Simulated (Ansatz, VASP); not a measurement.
## One calculation of Bi2Se3, two programs

INCAR

```
SYSTEM = Bi2Se3
ALGO = Normal
EDIFF = 1E-6
ENCUT = 520
GGA = PS
ISIF = 2
ISMEAR = 0
LASPH = .TRUE.
LCHARG = .FALSE.
LREAL = .FALSE.
LWAVE = .FALSE.
NBANDS = 32
NELM = 80
PREC = Accurate
SIGMA = 0.01
```

Contents of KPOINTS:

```
k-points
0
G
  6 6 6
  0 0 0
```

POSCAR

```
Bi2Se3
1.0
    2.0651703955      1.1923266837      9.5399082438
   -2.0651703955      1.1923266837      9.5399082438
    0.0000000000     -2.3846533675      9.5399082438
Bi Se
2 3
Direct
    0.4002583828      0.4002583828      0.4002583828
    0.5997416172      0.5997416172      0.5997416172
    0.0000000000      0.0000000000      0.0000000000
    0.2116391022      0.2116391022      0.2116391022
    0.7883608978      0.7883608978      0.7883608978
```

Input for Ansatz:

```yaml
crystal:
  lattice:
    - [2.0651703955, 1.1923266837, 9.5399082438]
    - [-2.0651703955, 1.1923266837, 9.5399082438]
    - [0.0, -2.3846533675, 9.5399082438]
  atoms:
    - { symbol: Bi, position: [0.4002583828, 0.4002583828, 0.4002583828] }
    - { symbol: Bi, position: [0.5997416172, 0.5997416172, 0.5997416172] }
    - { symbol: Se, position: [0.0, 0.0, 0.0] }
    - { symbol: Se, position: [0.2116391022, 0.2116391022, 0.2116391022] }
    - { symbol: Se, position: [0.7883608978, 0.7883608978, 0.7883608978] }
basis:
  ecutwfc: 420
kpoints:
  mp_grid: { grid: [6, 6, 6] }
  band_path:
    path:
      - [0.0, 0.0, 0.0]
      - [0.5, 0.5, 0.5]
      - [0.822919494, 0.177080506, 0.5]
      - [0.5, -0.177080506, 0.177080506]
      - [0.5, 0.0, 0.0]
      - [0.338540253, -0.338540253, 0.0]
      - [0.661459747, 0.0, 0.338540253]
      - [0.5, 0.0, 0.5]
    npoints: 1
hamiltonian:
  xc: pbesol
scf:
  occupations: { method: gaussian, width: 0.01 }
  n_extra_bands: 5
output:
  forces: true
  stress: true
  eigenvalues: true
```

Alike in both runs: task single point; functional PBEsol; k mesh 6 × 6 × 6; occupations gaussian, width 0.01 eV; no spin polarisation.

```csv
,VASP,Ansatz
version,VASP 6.6.1,Ansatz 0.2.0
potentials or method,"VASP PAW PBE potentials, release 64 (Bi_d, Se), cutoff 520 eV","scalar-relativistic, plane waves, PAW"
valence electrons in the cell,48,78
```

|  | VASP | Ansatz | Ansatz less VASP |
| --- | --- | --- | --- |
| gap on the k mesh at the Fermi level (eV) | 0.13 | 0.13 | +0.002 |
| least direct gap on the mesh (eV) | 0.13 | 0.13 | +0.002 |
| pressure (GPa) | 0.0 | -0.1 | -0.05 |
| rms of the force components (eV/Å) | 0.020 | 0.013 | -0.0074 |

VASP's potentials were made for PBE, not for PBEsol. Atom by atom the forces differ by 0.008 eV/Å (rms over components). The functional is the same, so the differences come from potentials, cutoffs and numerics. VASP's potentials hold 48 valence electrons a cell and Ansatz's 78, so a difference there can come from the potentials and not from the codes.

Neither program's run includes spin-orbit coupling.
